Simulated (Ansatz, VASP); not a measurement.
**Two plane-wave programs on Te2Mo**

POSCAR

```
Te2Mo
1.0
    3.5644974145      0.0000000000      0.0000000000
   -1.7822487073      3.0869453127      0.0000000000
    0.0000000000      0.0000000000     14.1574842452
Te Mo
4 2
Direct
    0.6666666667      0.3333333333      0.3790000000
    0.3333333333      0.6666666667      0.8790000000
    0.6666666667      0.3333333333      0.1210000000
    0.3333333333      0.6666666667      0.6210000000
    0.6666666667      0.3333333333      0.7500000000
    0.3333333333      0.6666666667      0.2500000000
```

The input INCAR.step1:

```
SYSTEM = Te2Mo
  PREC = Accurate
  ENCUT = 520
  ISMEAR = -1
  SIGMA = 0.05
  LREAL = .FALSE.
  LASPH = .TRUE.
  NELM = 60
  NBANDS = 35
  GGA = PE
  ALGO = Normal
  EDIFF = 1E-4
  LWAVE = .TRUE.
  LCHARG = .FALSE.
```

File INCAR.step2:

```
SYSTEM = Te2Mo
  PREC = Accurate
  ENCUT = 520
  EDIFF = 1E-6
  ISMEAR = -1
  SIGMA = 0.05
  LREAL = .FALSE.
  LASPH = .TRUE.
  NELM = 60
  ALGO = Normal
  ISIF = 2
  LWAVE = .FALSE.
  LCHARG = .FALSE.
  METAGGA = R2SCAN
  LMIXTAU = .TRUE.
  IVDW = 12
  VDW_S6 = 1.0
  VDW_S8 = 0.78981345
  VDW_A1 = 0.49484001
  VDW_A2 = 5.73083694
  NBANDS = 35
  ISTART = 1
```

KPOINTS

```
regular mesh
0
G
  9 9 2
  0 0 0
```

input.yaml

```yaml
crystal:
  lattice:
    - [3.5644974145, 0.0, 0.0]
    - [-1.7822487073, 3.0869453127, 0.0]
    - [0.0, 0.0, 14.1574842452]
  atoms:
    - { symbol: Te, position: [0.6666666667, 0.3333333333, 0.379] }
    - { symbol: Te, position: [0.3333333333, 0.6666666667, 0.879] }
    - { symbol: Te, position: [0.6666666667, 0.3333333333, 0.121] }
    - { symbol: Te, position: [0.3333333333, 0.6666666667, 0.621] }
    - { symbol: Mo, position: [0.6666666667, 0.3333333333, 0.75] }
    - { symbol: Mo, position: [0.3333333333, 0.6666666667, 0.25] }
hamiltonian:
  xc: r2scan
  pseudopotentials: { kind: paw }
  dispersion: d3bj
kpoints:
  mp_grid: { grid: [9, 9, 2] }
scf:
  occupations: { method: fermi_dirac, width: 0.05 }
output:
  forces: true
  stress: true
  eigenvalues: true
  write_density: true
  write_potential: true
  elf: true
  volumetric_format: npy
```

Alike in both runs: task single point; functional r2SCAN; dispersion D3(BJ); k mesh 9 × 9 × 2; occupations fermi-dirac, width 0.05 eV; no spin polarisation.

|  | VASP | Ansatz |
| --- | --- | --- |
| version | VASP 6.6.1 | Ansatz 0.2.0 |
| potentials or method | VASP PAW PBE potentials, release 64 (Te, Mo_sv) | Ansatz PAW |
| plane-wave cutoff (eV) | 520 | 500 |
| valence electrons in the cell | 52 | 92 |

Ansatz gave:

| Item | Value |
| --- | --- |
| gap on the k mesh at the Fermi level (eV) | 0.91 |
| least direct gap on the mesh (eV) | 1.07 |
| pressure (GPa) | -3.2 |
| traceless stress, the component that is largest in VASP (GPa) | -1.06 |
| rms of the force components (eV/Å) | 0.276 |

Q: What did VASP give for the same quantities?

A: gap on the k mesh at the Fermi level (eV): 0.90; least direct gap on the mesh (eV): 1.07; pressure (GPa): -3.1; traceless stress, the component that is largest in VASP (GPa): -1.01; rms of the force components (eV/Å): 0.265.

VASP's potentials were made for PBE, not for r2SCAN. Atom by atom the forces differ by 0.011 eV/Å (rms over components). VASP's potentials hold 52 valence electrons a cell and Ansatz's 92, so a difference there can come from the potentials and not from the codes.

Neither program's run includes spin-orbit coupling. Noted on Ansatz's run: odd divisions of the mesh miss points on the zone boundary, where band edges often lie, so the gap on the mesh can be too wide.
